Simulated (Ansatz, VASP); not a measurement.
**MgS in VASP and in Ansatz**

```
S Mg
1.0
     0.00000    2.83312    2.83312
     2.83312    0.00000    2.83312
     2.83312    2.83312    0.00000
S Mg
1 1
Direct
  0.25000 0.25000 0.25000
  0.00000 0.00000 0.00000
```

Alike in both runs: functional r2SCANh; k mesh 4 × 4 × 4; occupations gaussian, width 0.01 eV; collinear spin.

|  | VASP | Ansatz |
| --- | --- | --- |
| version | VASP 6.6.1 | Ansatz 0.2.0 |
| potentials or method | VASP PAW PBE potentials, release 64 (S, Mg) | JTH PAW |
| plane-wave cutoff (eV) | 520 | 900 |
| valence electrons in the cell | 8 | 16 |
| task | single point | projected density of states |

|  | VASP | Ansatz | Ansatz less VASP |
| --- | --- | --- | --- |
| gap on the k mesh at the Fermi level (eV) | 4.71 | 4.70 | -0.006 |
| least direct gap on the mesh (eV) | 4.71 | 4.70 | -0.006 |
| pressure (GPa) | -0.6 | -0.1 | +0.48 |
| net moment per atom (μB) | 0.00 | 0.00 | 0.000 |

VASP's potentials were made for PBE, not for r2SCANh. VASP's potentials hold 8 valence electrons a cell and Ansatz's 16, so a difference there can come from the potentials and not from the codes.

The k mesh is coarse, so the values compare programs but aren't converged.
